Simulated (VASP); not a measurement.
Runs of VASP 6.6.1 on Ni. The structure is that of space group P6/mmm (No. 191), or close to it. The cells are those of the table. 

| task | potentials or basis | cell | cutoff (eV) | second run | gap on the mesh (eV) | pressure (GPa) | moment (μB) |
| --- | --- | --- | --- | --- | --- | --- | --- |
| single point | VASP PAW LDA potentials, release 64 (Ni) | a = 1.978, b = 1.978, c = 1.887 Å, angles 90.0, 90.0, 120.0°, 1 atom | 520 | - | none | (a) | 0.00 |
| single point | VASP PAW LDA potentials, release 64 (Ni_sv_GW) | a = 1.978, b = 1.978, c = 1.887 Å, angles 90.0, 90.0, 120.0°, 1 atom | 590 | valence_matched | none | 389.3 | 0.00 |
| relaxation of cell and atoms | VASP PAW LDA potentials, release 64 (Ni) | relaxed to 390 GPa from a = 1.978, b = 1.978, c = 1.887 Å, angles 90.0, 90.0, 120.0°, 1 atom | 600 | - | none | 390.0 | 0.00 |
| single point | VASP PAW LDA potentials, release 64 (Ni) | a = 1.978, b = 1.978, c = 1.889 Å, angles 90.0, 90.0, 120.0°, 1 atom | 520 | - | none | 385.3 | 0.00 |

Alike in all rows: level LDA; spin collinear, ferromagnetic start; k mesh 22 × 22 × 20; smearing fermi-dirac 0.05 eV.

Problem. Fill in the values left out.

Solution. (a) 387.1.

Caveats: the cell is relaxed towards a set pressure, so the enthalpy falls and the energy may rise (some runs).

A gap of «none» marks levels without a gap at the run's occupations.

The runs don't all hold the same shells in valence.
